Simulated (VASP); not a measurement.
Write the native input for VASP 6.6.1 that does the following.

* Task: single point
* Functional: PBE
* Potentials or basis: VASP PAW PBE potentials, release 64 (Fe)
* Cutoff: 520 eV
* k mesh: 10 × 10 × 6
* Occupations: fermi-dirac, width 0.05 eV
* Spin: collinear spin, ferromagnetic start
* Starting moments: [1.5, 1.5] μB
* Fixed moment: 3 μB
* Dipole correction: no
* Further INCAR settings: ALGO = Normal; EDIFF = 1e-06; NBANDS = 19

The structure of Fe lies in POSCAR:

```
Fe
1.0
    2.4341575853      0.0000000000      0.0000000000
   -1.2170787927      2.1080423057      0.0000000000
    0.0000000000      0.0000000000      3.8419344700
Fe
2
Direct
    0.6666666667      0.3333333333      0.7500000000
    0.3333333333      0.6666666667      0.2500000000
```

The input as run:

INCAR

```
SYSTEM = Fe
PREC = Accurate ; ENCUT = 520
EDIFF = 1E-6 ; ISMEAR = -1
SIGMA = 0.05 ; LREAL = .False.
LASPH = .True. ; NELM = 150
ALGO = Normal ; ISIF = 2
LWAVE = .False. ; LCHARG = .True.
ISPIN = 2 ; MAGMOM = 1.5 1.5
LORBIT = 11 ; NUPDOWN = 3.0
LMAXMIX = 4 ; GGA = PE
LELF = .True. ; LVHAR = .True.
NBANDS = 19
```

KPOINTS

```
regular mesh
0
Gamma
  10 10 6
  0 0 0
```

Potentials or basis: VASP PAW PBE potentials, release 64 (Fe).

Launch:

```console
$ cat potpaw_PBE.64/Fe/POTCAR > POTCAR
$ mpirun -np 1 vasp_std > vasp.out
```

Results of the run:

```yaml
Pressure: 30.1 GPa
Net_moment: 3.00 μB per cell
Site_moments: Fe +1.47 μB
Valence_electrons_inside_the_program's_atomic_spheres: Fe 7.61
```

Caveat: the total moment is fixed, so each spin has its own Fermi level.

Run time: 19 s on 1 thread of Intel(R) Xeon(R) 6975P-C (Granite Rapids), with other jobs on the host, peak memory 0.15 GiB.
